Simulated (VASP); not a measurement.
Runs of VASP 6.6.1 on Co. The structure is hexagonal, space group P6_3/mmc (No. 194). The conventional cell has a = 2.519 Å, b = 2.519 Å, c = 4.091 Å, α = 90.00°, β = 90.00°, γ = 120.00°. Within 3.3 Å of Co (site symmetry -6m2) lie 12 Co at 2.51 to 2.52 Å. 

```csv
task,level,potentials or basis,gap on the mesh (eV),pressure (GPa),moment (μB)
electric field gradients,PBEsol,"VASP PAW PBE potentials, release 64 (Co)",none,-16.5,(a)
single point,LDA,"VASP PAW LDA potentials, release 64 (Co)",none,-24.4,3.15
single point,PBE,"VASP PAW PBE potentials, release 64 (Co)",none,-7.2,3.27
electric field gradients,LDA,"VASP PAW LDA potentials, release 64 (Co)",none,-24.4,3.15
```

Alike in all rows: spin collinear, ferromagnetic start; cell as given; k mesh 19 × 19 × 10; cutoff (eV) 520; smearing fermi-dirac 0.08 eV.

Estimate the missing entries.

(a) 3.26.

Caveats: the PAW data sets were made with another functional, which shifts forces and pressure a little (some runs).

A gap of «none» marks levels without a gap at the run's occupations.
